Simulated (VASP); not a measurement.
# MgI2 (P-3m1) in VASP: a series of runs, part 2 of 2

VASP 6.6.1.

## Step 3: Single point, PBEsol (strain +0.030 along x and y, +0.030 along z)

File INCAR:

```
PREC = Accurate ; ENCUT = 520
EDIFF = 1E-6 ; ISMEAR = 0
SIGMA = 0.05 ; LREAL = False
LASPH = True ; NELM = 60
ALGO = Normal ; ISIF = 2
LWAVE = False ; LCHARG = True
GGA = PS ; LELF = True
LVHAR = True ; NBANDS = 15
```

File KPOINTS:

```
Automatic mesh
0
Gamma
  6 6 4
```

File POSCAR:

```
MgI2
1.0
    4.2783111250      0.0000000000      0.0000000000
   -2.1391555625      3.7051261196      0.0000000000
    0.0000000000      0.0000000000      7.0678600000
Mg I
1 2
Direct
    0.0000000000      0.0000000000      0.0000000000
    0.3333333333      0.6666666667      0.7576300000
    0.6666666667      0.3333333333      0.2423700000
```

Potentials or basis: VASP PAW PBE potentials, release 64 (Mg, I).

Command:

```console
> cat potpaw_PBE.64/Mg/POTCAR potpaw_PBE.64/I/POTCAR > POTCAR
> mpirun -np 1 vasp_std > vasp.out
```

OUTCAR:

```text
PREC = Accurate
   ENCUT = 520
   EDIFF = 1E-6
   ISMEAR = 0
   LREAL = False
   LASPH = True
   NELM = 60
   ISIF = 2
   GGA = PS

 ion  position               nearest neighbor table
   1  0.000  0.000  0.000-   2 3.01   3 3.01   3 3.01   2 3.01   3 3.01   2 3.01
   2  0.333  0.667  0.758-   1 3.01   1 3.01   1 3.01
   3  0.667  0.333  0.242-   1 3.01   1 3.01   1 3.01

  LATTYP: Found a hexagonal cell.
 ALAT       =     4.2783111250
 C/A-ratio  =     1.6520210414

  Lattice vectors:

 A1 = (   4.2783111250,   0.0000000000,   0.0000000000)
 A2 = (  -2.1391555625,   3.7051261196,   0.0000000000)
 A3 = (   0.0000000000,   0.0000000000,   7.0678600000)

Analysis of symmetry for initial positions (statically):
=====================================================================
 Subroutine PRICEL returns:
 Original cell was already a primitive cell.

 Routine SETGRP: Setting up the symmetry group for a
 hexagonal supercell.

 Subroutine GETGRP returns: Found 12 space group operations
 (whereof 12 operations were pure point group operations)
[... 179 lines left out ...]
      6       1.3579      2.00000
      7       1.3579      2.00000
      8       1.4416      2.00000
      9       4.6822      0.00000
     10       6.0500      0.00000
     11       7.9688      0.00000
     12       7.9688      0.00000
     13       8.8981      0.00000
     14       9.5204      0.00000
[... 401 lines left out ...]
      2      -9.6172      2.00000
      3      -1.4207      2.00000
      4      -1.0016      2.00000
      5      -1.0016      2.00000
      6      -0.4979      2.00000
      7       0.9677      2.00000
      8       0.9677      2.00000
      9       5.8985      0.00000
     10       7.1190      0.00000
     11       7.1190      0.00000
     12       8.7307      0.00000
     13       9.3729      0.00000
     14       9.8734      0.00000
     15      10.0117      0.00000

------------------------ aborting loop because EDIFF is reached ----------------------------------------

  FORCE on cell =-STRESS in cart. coord.  units (eV):
  Direction    XX          YY          ZZ          XY          YZ          ZX
  --------------------------------------------------------------------------------------
  -------------------------------------------------------------------------------------
  Total       -1.7642745     -1.7642745     -1.4490618      0.0000000      0.0000000      0.0000000
  in kB      -25.2297780    -25.2297780    -20.7221208      0.0000000      0.0000000      0.0000000
  external PRESSURE =     -23.7272256 kB  Pullay stress =       0.0000000 kB

 VOLUME and BASIS-vectors are now :
 -----------------------------------------------------------------------------
  energy-cutoff  :      520.00
  volume of cell :      112.04
      direct lattice vectors                 reciprocal lattice vectors
     4.278311125  0.000000000  0.000000000     0.233737092  0.134948173  0.000000000
    -2.139155563  3.705126120  0.000000000     0.000000000  0.269896346  0.000000000
     0.000000000  0.000000000  7.067860000     0.000000000  0.000000000  0.141485542

 POSITION                                       TOTAL-FORCE (eV/Angst)
 -----------------------------------------------------------------------------------
      0.00000      0.00000      0.00000        -0.000000      0.000000      0.000000
     -0.00000      2.47008      5.35482         0.000000     -0.000000      0.417560
      2.13916      1.23504      1.71304        -0.000000      0.000000     -0.417560
 -----------------------------------------------------------------------------------
    total drift:                               -0.000000      0.000000     -0.000000

  FREE ENERGIE OF THE ION-ELECTRON SYSTEM (eV)
  ---------------------------------------------------
  free  energy   TOTEN  =        -8.3373809251 eV

  energy  without entropy=       -8.3373809251  energy(sigma->0) =       -8.33738093
```

OSZICAR:

```text
N       E                     dE             d eps       ncg     rms          rms(c)
DAV:   1     0.771815778239E+02    0.77182E+02   -0.58301E+03   720   0.838E+02
DAV:   2    -0.198302856933E+01   -0.79165E+02   -0.71672E+02   993   0.130E+02
DAV:   3    -0.842258621216E+01   -0.64396E+01   -0.64114E+01   979   0.426E+01
DAV:   4    -0.854727467927E+01   -0.12469E+00   -0.12468E+00  1022   0.707E+00
DAV:   5    -0.854874081507E+01   -0.14661E-02   -0.14661E-02   972   0.733E-01    0.353E+00
DAV:   6    -0.837967909864E+01    0.16906E+00   -0.12395E-01   853   0.182E+00    0.240E+00
DAV:   7    -0.833994128831E+01    0.39738E-01   -0.10550E-01   881   0.159E+00    0.727E-01
DAV:   8    -0.833749967416E+01    0.24416E-02   -0.78224E-03   832   0.497E-01    0.276E-01
DAV:   9    -0.833739928531E+01    0.10039E-03   -0.11699E-03   951   0.202E-01    0.102E-01
DAV:  10    -0.833738067864E+01    0.18607E-04   -0.53119E-05   902   0.464E-02    0.447E-02
DAV:  11    -0.833738092512E+01   -0.24647E-06   -0.57560E-06   930   0.144E-02
   1 F= -.83373809E+01 E0= -.83373809E+01  d E =-.171176E-16
```

stdout:

```text
POSCAR found type information on POSCAR MgI
 POSCAR found :  2 types and       3 ions
 scaLAPACK will be used
 -----------------------------------------------------------------------------
|                                                                             |
|                                                                             |
|     You enforced a specific xc type in the INCAR file but a different       |
|     I HOPE YOU KNOW WHAT YOU ARE DOING!                                     |
|                                                                             |
 -----------------------------------------------------------------------------

 LDA part: xc-table for (Slater+PW92), standard interpolation
 POSCAR, INCAR and KPOINTS ok, starting setup
 FFT: planning ... GRIDC
 FFT: planning ... GRID_SOFT
 FFT: planning ... GRID
 WAVECAR not read
 entering main loop
```

Wall time 22 s (1 thread of AMD EPYC 9R14 (Zen 4), shared host); peak memory 0.2 GiB.

What came out:

```yaml
Free_energy: -8.3374 eV
Pressure: -2.4 GPa
Largest_force: 0.418 eV/Å
Band_gap_on_the_k_mesh: 3.24 eV, direct
```

Forces on the atoms (eV/Å):
```
Mg   0.000  0.000  0.000
I    0.000  0.000  0.418
I    0.000  0.000 -0.418
```

Caveat: the cell differs from its parent crystal (strain +0.030 along x and y, +0.030 along z); the PAW data sets were made with another functional, which shifts forces and pressure a little; spin-orbit coupling is left out, which moves the levels of the heavy elements; this functional lacks dispersion, which binds the layers, so the pressure and a relaxed spacing across them are unreliable. A k mesh can miss the band edges.
